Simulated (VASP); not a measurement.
A run of VASP 6.6.1 is set up as follows.

Contents of INCAR:

```
PREC = Accurate
ENCUT = 520
EDIFF = 1E-6
ISMEAR = 0
SIGMA = 0.15
LREAL = False
LASPH = True
NELM = 60
ALGO = Normal
ISIF = 2
LWAVE = False
LCHARG = False
GGA = CA
NBANDS = 13
```

KPOINTS

```
regular mesh
0
Gamma
  20 20 20
```

POSCAR

```
W
1.0
    0.0000000000      1.9691000000      2.0300000000
    1.9691000000      0.0000000000      2.0300000000
    1.9691000000      1.9691000000      0.0000000000
W
1
Direct
    0.0000000000      0.0000000000      0.0000000000
```

Potentials or basis: VASP PAW LDA potentials, release 64 (W_sv).

Launch:

```console
$ cat potpaw_LDA.64/W_sv/POTCAR > POTCAR
$ mpirun -np 1 vasp_std > vasp.out
```

(1) What does it give for the band gap on the k mesh?

(2) Predict the pressure.

## Answers

(1) zero (band 7 reaches 14.59 eV, above the bottom of band 8 at 10.44 eV).

(2) 0.4 GPa.

Caveat: the cell differs from its parent crystal (strain -0.030 along x and y, +0.000 along z); spin-orbit coupling is left out, which moves the levels of the heavy elements.
